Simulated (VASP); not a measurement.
Wanted: the native input for a VASP 6.6.1 run.

```
Task                   : single point
Functional             : PBE
Potentials or basis    : VASP PAW PBE potentials, release 64 (Ga_d, N)
Cutoff                 : 520 eV
k mesh                 : 10 × 10 × 10
Occupations            : gaussian, width 0.02 eV
Spin                   : no spin polarisation
Dipole correction      : no
Further INCAR settings : ALGO = Normal; EDIFF = 1e-07; NBANDS = 16
```

The structure of GaN lies in POSCAR:

```
GaN
1.0
    0.0000000000      2.2512529619      2.2512529619
    2.2512529619      0.0000000000      2.2512529619
    2.2512529619      2.2512529619      0.0000000000
Ga N
1 1
Direct
    0.0000000000      0.0000000000      0.0000000000
    0.7500000000      0.7500000000      0.7500000000
```

This cell differs from its parent crystal: volume scaled by 0.97.

These files were run (other wordings do the same):

INCAR

```
SYSTEM = GaN
PREC = Accurate
ENCUT = 520
EDIFF = 1E-7
ISMEAR = 0
SIGMA = 0.02
LREAL = .False.
LASPH = .True.
NELM = 80
ALGO = Normal
ISIF = 2
LWAVE = .False.
LCHARG = .False.
GGA = PE
NBANDS = 16
```

KPOINTS

```
regular mesh
0
Gamma
  10 10 10
  0 0 0
```

Potentials or basis: VASP PAW PBE potentials, release 64 (Ga_d, N).

Run with:

```console
$ cat potpaw_PBE.64/Ga_d/POTCAR potpaw_PBE.64/N/POTCAR > POTCAR
$ mpirun -np 1 vasp_std > vasp.out
```

Results of the run:

- Pressure: 5.6 GPa
- Band gap on the k mesh: 1.74 eV, direct

Wall time 19 s on 1 thread of Intel Xeon 8259CL, with other jobs on the host, peak memory 0.15 GiB.
